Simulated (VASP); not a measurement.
AlNi (l.f), 2 atoms in the cell. It takes space group Pm-3m (No. 221, cubic). The conventional cell has a = 2.860 Å, b = 2.860 Å, c = 2.860 Å, α = 90.00°, β = 90.00°, γ = 90.00°. Ni (site symmetry m-3m) has 8 Al at 2.48 Å and 6 Ni at 2.86 Å within 3.3 Å. Al (site symmetry m-3m) has 8 Ni at 2.48 Å and 6 Al at 2.86 Å within 3.3 Å. 

* Program: VASP 6.6.1
* Task: relaxation of cell and atoms
* Functional: LDA
* Potentials or basis: VASP PAW LDA potentials, release 64 (Ni, Al)
* Cutoff: 600 eV
* k mesh: 14 × 14 × 14
* Occupations: gaussian, width 0.1 eV
* Spin: no spin polarisation
* Dipole correction: no
* Further INCAR settings: ALGO = Normal; EDIFF = 1e-07; IBRION = 2; EDIFFG = -0.002; NSW = 100; ISIF = 3

Potentials or basis: VASP PAW LDA potentials, release 64 (Ni, Al).

Launch:

```console
$ cat potpaw_LDA.64/Ni/POTCAR potpaw_LDA.64/Al/POTCAR > POTCAR
$ mpirun -np 1 vasp_std > vasp.out
```

Hardware: 1 thread of Intel(R) Xeon(R) 6975P-C (Granite Rapids) (shared host).

How long does it take, and how much memory?

It took 25 s on 1 thread of Intel(R) Xeon(R) 6975P-C (Granite Rapids), on a shared host, peak memory 0.16 GiB. Counts: scf iterations 46, k points 120, ion steps 6.
